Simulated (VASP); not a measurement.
## VN: single point with PBE

Crystal: VN.

```
V N
1.0
     0.00000    2.06246    2.06246
     2.06246    0.00000    2.06246
     2.06246    2.06246    0.00000
V N
1 1
Direct
  0.00000 0.00000 0.00000
  0.50000 0.50000 0.50000
```

```json
{
  "Program": "VASP 6.6.1",
  "Task": "single point",
  "Functional": "PBE",
  "Potentials or basis": "VASP PAW PBE potentials, release 64 (V_sv, N)",
  "Cutoff": "600 eV",
  "k mesh": "4 × 4 × 4",
  "Occupations": "methfessel-paxton, width 0.024 eV",
  "Spin": "collinear spin, ferromagnetic start",
  "Starting moments": "[0.3, 0.0] μB",
  "Dipole correction": "no",
  "Further INCAR settings": "ALGO = Normal; EDIFF = 1e-06; NBANDS = 20"
}
```

```yaml
Pressure: -1.3 GPa
Net_moment: 0.31 μB per cell
Site_moments: V +0.28; N +0.00 μB
Valence_electrons_inside_the_program's_atomic_spheres: V 11.66; N 3.74
```

Levels at points of the mesh, in eV from the Fermi level:
Spin up:
```csv
k point,band 5,band 6,band 7,band 8,band 9,band 10,band 11,band 12,band 13,band 14
"(0.00, 0.00, 0.00)",-17.90,-2.17,-2.17,-2.17,-1.57,-1.57,-1.57,-0.42,-0.42,5.97
"(0.50, 0.00, 0.00)",-15.19,-8.84,-6.02,-6.02,0.54,0.54,1.42,5.02,5.02,6.26
"(0.50, 0.50, 0.00)",-16.10,-6.61,-3.83,-3.60,-3.60,0.55,1.14,1.14,2.71,10.39
```
Spin down:
```tsv
k point	band 7	band 8	band 9	band 10	band 11	band 12
(0.00, 0.00, 0.00)	-2.16	-2.16	-1.25	-1.25	-1.25	-0.28
(0.50, 0.00, 0.00)	-5.95	-5.95	0.88	0.88	1.71	5.13
(0.50, 0.50, 0.00)	-3.57	-3.57	-3.55	0.70	1.51	1.51
```

Run time: 6.3 s on 1 thread of Intel(R) Xeon(R) Platinum 8559C (Emerald Rapids) (shared host), peak memory 0.14 GiB.

Caveat: the k points lie up to 0.66 Å⁻¹ apart. With open d or f shells a metallic result of PBE can be an artefact of self-interaction; +U or a hybrid may open a gap.
